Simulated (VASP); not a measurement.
# MnSi (P2_13) in VASP: a series of runs, part 3 of 3

VASP 6.6.1.

## (5) Single point, PBE+U, collinear spin, ferromagnetic start

INCAR

```
  PREC = Accurate
  ENCUT = 520
  EDIFF = 1E-6
  ISMEAR = 0
  SIGMA = 0.05
  LREAL = F
  LASPH = T
  NELM = 150
  ALGO = Normal
  ISIF = 2
  LWAVE = F
  LCHARG = F
  ISPIN = 2
  MAGMOM = 3 3 3 3 0 0 0 0
  LORBIT = 11
  NUPDOWN = 12.0
  LMAXMIX = 4
  LDAU = T
  LDAUTYPE = 2
  LDAUL = 2 -1
  LDAUU = 3.9 0
  LDAUJ = 0 0
  LDAUPRINT = 1
  GGA = PE
  NBANDS = 48
```

KPOINTS

```
Automatic mesh
0
Gamma
  5 5 5
```

POSCAR

```
MnSi
1.0
    4.5580000000      0.0000000000      0.0000000000
    0.0000000000      4.5580000000      0.0000000000
    0.0000000000      0.0000000000      4.5580000000
Mn Si
4 4
Direct
    0.1380000000      0.1380000000      0.1380000000
    0.3620000000      0.8620000000      0.6380000000
    0.6380000000      0.3620000000      0.8620000000
    0.8620000000      0.6380000000      0.3620000000
    0.8450000000      0.8450000000      0.8450000000
    0.6550000000      0.1550000000      0.3450000000
    0.3450000000      0.6550000000      0.1550000000
    0.1550000000      0.3450000000      0.6550000000
```

Started as:

```sh
cat potpaw_PBE.64/Mn_pv/POTCAR potpaw_PBE.64/Si/POTCAR > POTCAR
mpirun -np 1 vasp_std > vasp.out
```

It took 44 s on 1 thread of Intel Xeon 6975P-C (Granite Rapids), shared host; peak memory 0.27 GiB.

Results (log left out):

- Free energy: -45.9332 eV
- Pressure: 29.0 GPa
- Largest force: 0.799 eV/Å
- Net moment: 12.00 μB per cell
- Site moments: Mn +3.28; Si -0.16 μB
- Valence electrons inside the program's atomic spheres: Mn 11.93; Si 1.69

Forces on the atoms (eV/Å):
```
Mn   0.461  0.461  0.461
Mn  -0.461 -0.461  0.461
Mn   0.461 -0.461 -0.461
Mn  -0.461  0.461 -0.461
Si   0.056  0.056  0.056
Si  -0.056 -0.056  0.056
Si   0.056 -0.056 -0.056
Si  -0.056  0.056 -0.056
```

Eigenvalues of the final occupation matrices:
```
    site  spin  trace               eigenvalues
site 1 d     1   4.25  0.82 0.84 0.84 0.87 0.87
site 1 d     2   0.98  0.17 0.17 0.19 0.22 0.22
site 2 d     1   4.25  0.82 0.84 0.84 0.87 0.87
site 2 d     2   0.98  0.17 0.17 0.19 0.22 0.22
site 3 d     1   4.25  0.82 0.84 0.84 0.87 0.87
site 3 d     2   0.98  0.17 0.17 0.19 0.22 0.22
site 4 d     1   4.25  0.82 0.84 0.84 0.87 0.87
site 4 d     2   0.98  0.17 0.17 0.19 0.22 0.22
```

Caveat: the cell stands under pressure; the total moment is fixed, so each spin has its own Fermi level and the state may be an excited one; the U is typed as a test and isn't derived for this compound. The state reached can hang on the start; a lower one may exist.

## (6) Single point, PBE+U, collinear spin, ferromagnetic start

INCAR

```
SYSTEM = MnSi
ALGO = Normal ; EDIFF = 1E-7
ENCUT = 520 ; GGA = PE
ISIF = 2 ; ISMEAR = 0
ISPIN = 2 ; LASPH = .True.
LCHARG = .False. ; LDAU = .True.
LDAUJ = 0 0 ; LDAUL = 2 -1
LDAUPRINT = 1 ; LDAUTYPE = 2
LDAUU = 3.9 0 ; LMAXMIX = 4
LORBIT = 11 ; LREAL = .False.
LWAVE = .False. ; MAGMOM = 4.5 4.5 4.5 4.5 0 0 0 0
NBANDS = 48 ; NELM = 150
NUPDOWN = 18.0 ; PREC = Accurate
SIGMA = 0.05
```

KPOINTS

```
k-points
0
Gamma
  5 5 5
  0 0 0
```

POSCAR is that of step 5.

Potentials or basis: VASP PAW PBE potentials, release 64 (Mn_pv, Si).

Started as:

```sh
cat potpaw_PBE.64/Mn_pv/POTCAR potpaw_PBE.64/Si/POTCAR > POTCAR
mpirun -np 1 vasp_std > vasp.out
```

OUTCAR:

```text
SYSTEM = MnSi
   EDIFF = 1E-7
   ENCUT = 520
   GGA = PE
   ISIF = 2
   ISMEAR = 0
   ISPIN = 2
   LASPH = .True.
   LORBIT = 11
   LREAL = .False.
   NELM = 150
   NUPDOWN = 18.0
   PREC = Accurate

 ion  position               nearest neighbor table
   1  0.138  0.138  0.138-   5 2.31   6 2.40   7 2.40   8 2.40   7 2.54   8 2.54   6 2.54   3 2.80
                             4 2.80   2 2.80   2 2.80   4 2.80   3 2.80
   2  0.362  0.862  0.638-   6 2.31   5 2.40   7 2.40   8 2.40   7 2.54   8 2.54   5 2.54   1 2.80
                             1 2.80   3 2.80   3 2.80   4 2.80   4 2.80
   3  0.638  0.362  0.862-   7 2.31   6 2.40   5 2.40   8 2.40   8 2.54   6 2.54   5 2.54   1 2.80
                             4 2.80   2 2.80   2 2.80   4 2.80   1 2.80
   4  0.862  0.638  0.362-   8 2.31   6 2.40   7 2.40   5 2.40   6 2.54   5 2.54   7 2.54   1 2.80
                             3 2.80   2 2.80   1 2.80   2 2.80   3 2.80
   5  0.845  0.845  0.845-   1 2.31   2 2.40   3 2.40   4 2.40   3 2.54   4 2.54   2 2.54   6 2.82
                             7 2.82   8 2.82   6 2.82   8 2.82   7 2.82
   6  0.655  0.155  0.345-   2 2.31   1 2.40   3 2.40   4 2.40   3 2.54   4 2.54   1 2.54   8 2.82
                             5 2.82   5 2.82   7 2.82   7 2.82   8 2.82
   7  0.345  0.655  0.155-   3 2.31   2 2.40   1 2.40   4 2.40   4 2.54   2 2.54   1 2.54   8 2.82
                             5 2.82   8 2.82   6 2.82   6 2.82   5 2.82
   8  0.155  0.345  0.655-   4 2.31   2 2.40   3 2.40   1 2.40   2 2.54   1 2.54   3 2.54   7 2.82
                             5 2.82   7 2.82   5 2.82   6 2.82   6 2.82

[... 1443 lines left out ...]
     0.000000000  0.000000000  4.558000000     0.000000000  0.000000000  0.219394471

 POSITION                                       TOTAL-FORCE (eV/Angst)
 -----------------------------------------------------------------------------------
      0.62900      0.62900      0.62900         1.042453      1.042453      1.042453
      1.65000      3.92900      2.90800        -1.042453     -1.042453      1.042453
      2.90800      1.65000      3.92900         1.042453     -1.042453     -1.042453
      3.92900      2.90800      1.65000        -1.042453      1.042453     -1.042453
      3.85151      3.85151      3.85151         0.246433      0.246433      0.246433
      2.98549      0.70649      1.57251        -0.246433     -0.246433      0.246433
      1.57251      2.98549      0.70649         0.246433     -0.246433     -0.246433
      0.70649      1.57251      2.98549        -0.246433      0.246433     -0.246433
 -----------------------------------------------------------------------------------
    total drift:                                0.000000      0.000000      0.000000

  FREE ENERGIE OF THE ION-ELECTRON SYSTEM (eV)
  ---------------------------------------------------
  free  energy   TOTEN  =       -40.5151251108 eV

  energy  without entropy=      -40.5048657558  energy(sigma->0) =      -40.50999543

 total charge

# of ion       s       p       d       tot
------------------------------------------
    1        0.376   6.418   5.083  11.877
    2        0.376   6.418   5.083  11.877
    3        0.376   6.418   5.083  11.877
    4        0.376   6.418   5.083  11.877
    5        0.826   0.941   0.000   1.767
    6        0.826   0.941   0.000   1.767
    7        0.826   0.941   0.000   1.767
    8        0.826   0.941   0.000   1.767
--------------------------------------------------
tot          4.808  29.439  20.330  54.577

 magnetization (x)

# of ion       s       p       d       tot
------------------------------------------
    1        0.042   0.067   3.983   4.091
    2        0.042   0.067   3.983   4.091
    3        0.042   0.067   3.983   4.091
    4        0.042   0.067   3.983   4.091
    5        0.046   0.044   0.000   0.090
    6        0.046   0.044   0.000   0.090
    7        0.046   0.044   0.000   0.090
    8        0.046   0.044   0.000   0.090
--------------------------------------------------
tot          0.352   0.442  15.932  16.725
```

OSZICAR:

```text
N       E                     dE             d eps       ncg     rms          rms(c)
DAV:   1     0.843752216413E+03    0.84375E+03   -0.36009E+04  2112   0.168E+03
DAV:   2     0.190656286401E+02   -0.82469E+03   -0.80021E+03  2112   0.525E+02
DAV:   3    -0.399915601380E+02   -0.59057E+02   -0.57618E+02  2320   0.144E+02
DAV:   4    -0.416066258555E+02   -0.16151E+01   -0.16023E+01  2576   0.231E+01
DAV:   5    -0.416341926905E+02   -0.27567E-01   -0.27551E-01  2432   0.335E+00    0.335E+01
DAV:   6    -0.396048688289E+02    0.20293E+01   -0.42535E+01  2512   0.528E+01    0.236E+01
DAV:   7    -0.404284809722E+02   -0.82361E+00   -0.53712E+00  2288   0.203E+01    0.153E+01
DAV:   8    -0.405667233184E+02   -0.13824E+00   -0.49869E-01  2488   0.455E+00    0.746E+00
DAV:   9    -0.405075337788E+02    0.59190E-01   -0.55260E-02  2464   0.188E+00    0.916E-01
DAV:  10    -0.405151804732E+02   -0.76467E-02   -0.16673E-02  2592   0.898E-01    0.344E-01
DAV:  11    -0.405151970964E+02   -0.16623E-04   -0.11262E-03  2576   0.235E-01    0.182E-01
DAV:  12    -0.405151162316E+02    0.80865E-04   -0.39177E-04  2504   0.873E-02    0.666E-02
DAV:  13    -0.405151243773E+02   -0.81457E-05   -0.47857E-05  2512   0.407E-02    0.284E-02
DAV:  14    -0.405151255931E+02   -0.12158E-05   -0.34437E-06  2416   0.135E-02    0.128E-02
DAV:  15    -0.405151244400E+02    0.11531E-05   -0.37149E-06  2320   0.900E-03    0.355E-03
DAV:  16    -0.405151250973E+02   -0.65734E-06   -0.51894E-07  2192   0.507E-03    0.136E-03
DAV:  17    -0.405151251108E+02   -0.13510E-07   -0.25437E-08  1256   0.119E-03
   1 F= -.40515125E+02 E0= -.40509995E+02  d E =-.102594E-01  mag=    18.0000
```

Wall time 50 s (1 thread of Intel Xeon 6975P-C (Granite Rapids), shared host); peak memory 0.26 GiB.

Results:

```
Free energy                                           : -40.5151 eV
Pressure                                              : 66.0 GPa
Largest force                                         : 1.806 eV/Å
Net moment                                            : 18.00 μB per cell
Site moments                                          : Mn +4.09; Si +0.09 μB
Valence electrons inside the program's atomic spheres : Mn 11.88; Si 1.77
```

Forces in eV/Å, atoms in the order of the input:
```
Mn   1.042  1.042  1.042
Mn  -1.042 -1.042  1.042
Mn   1.042 -1.042 -1.042
Mn  -1.042  1.042 -1.042
Si   0.246  0.246  0.246
Si  -0.246 -0.246  0.246
Si   0.246 -0.246 -0.246
Si  -0.246  0.246 -0.246
```

Eigenvalues of the final occupation matrices:
| site | spin | trace | eigenvalues |
| --- | --- | --- | --- |
| site 1 d | 1 | 4.55 | 0.90 0.90 0.90 0.92 0.92 |
| site 1 d | 2 | 0.56 | 0.09 0.09 0.12 0.13 0.13 |
| site 2 d | 1 | 4.55 | 0.90 0.90 0.90 0.92 0.92 |
| site 2 d | 2 | 0.56 | 0.09 0.09 0.12 0.13 0.13 |
| site 3 d | 1 | 4.55 | 0.90 0.90 0.90 0.92 0.92 |
| site 3 d | 2 | 0.56 | 0.09 0.09 0.12 0.13 0.13 |
| site 4 d | 1 | 4.55 | 0.90 0.90 0.90 0.92 0.92 |
| site 4 d | 2 | 0.56 | 0.09 0.09 0.12 0.13 0.13 |

Caveat: the cell stands under pressure; the total moment is fixed, so each spin has its own Fermi level and the state may be an excited one; the U is typed as a test and isn't derived for this compound; forces of over 1 eV/Å act on the atoms, so gaps and moduli don't describe the material at rest. The state reached can hang on the start; a lower one may exist.

## (7) Overview

```tsv
fixed moment (μB)	pressure (GPa)	moment (μB)	largest force (eV/Å)
20.0	77.9	20.00	2.06
2.0	-0.4	2.00	0.63
8.0	8.7	8.00	0.10
12.0	29.0	12.00	0.80
18.0	66.0	18.00	1.81
```

Alike in all rows: task single point; level PBE+U; potentials or basis VASP PAW PBE potentials, release 64 (Mn_pv, Si); spin collinear, ferromagnetic start; Mn d U = 3.9 eV; cell as given; k mesh 5 × 5 × 5; cutoff (eV) 520; smearing gaussian 0.05 eV.

Caveats: the total moment is fixed, so each spin has its own Fermi level and the state may be an excited one; the U is typed as a test and isn't derived for this compound; the cell stands under pressure (at least some runs); forces of over 1 eV/Å act on the atoms, so gaps and moduli don't describe the material at rest (at least some runs).

Absolute energies hang on the potentials; compare differences alone.
